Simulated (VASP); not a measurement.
Here is a VASP 6.6.1 calculation.

Contents of INCAR:

```
SYSTEM = KCl
PREC = Accurate
ENCUT = 520
EDIFF = 1E-7
ISMEAR = -1
SIGMA = 0.02
LREAL = .FALSE.
LASPH = .TRUE.
NELM = 100
ALGO = Normal
ISIF = 2
LWAVE = .FALSE.
LCHARG = .FALSE.
GGA = PE
NBANDS = 24
```

KPOINTS

```
regular mesh
0
G
  6 6 4
  0 0 0
```

File POSCAR:

```
KCl
1.0
    5.3924625702      0.0000000000      0.0000000000
   -2.6962312851      4.6700095747      0.0000000000
    0.0000000000      0.0000000000      6.3240811739
K Cl
2 2
Direct
    0.3333333333      0.6666666667      0.2500000000
    0.6666666667      0.3333333333      0.7500000000
    0.6666666667      0.3333333333      0.2500000000
    0.3333333333      0.6666666667      0.7500000000
```

Potentials or basis: VASP PAW PBE potentials, release 64 (K_sv, Cl).

Run with:

```sh
$ cat potpaw_PBE.64/K_sv/POTCAR potpaw_PBE.64/Cl/POTCAR > POTCAR
$ mpirun -np 1 vasp_std > vasp.out
```

Problem. What does it give for the pressure?

Solution. 0.0 GPa.

Problem. Estimate the band gap on the k mesh.

Solution. 4.71 eV.

A k mesh can miss the band edges.
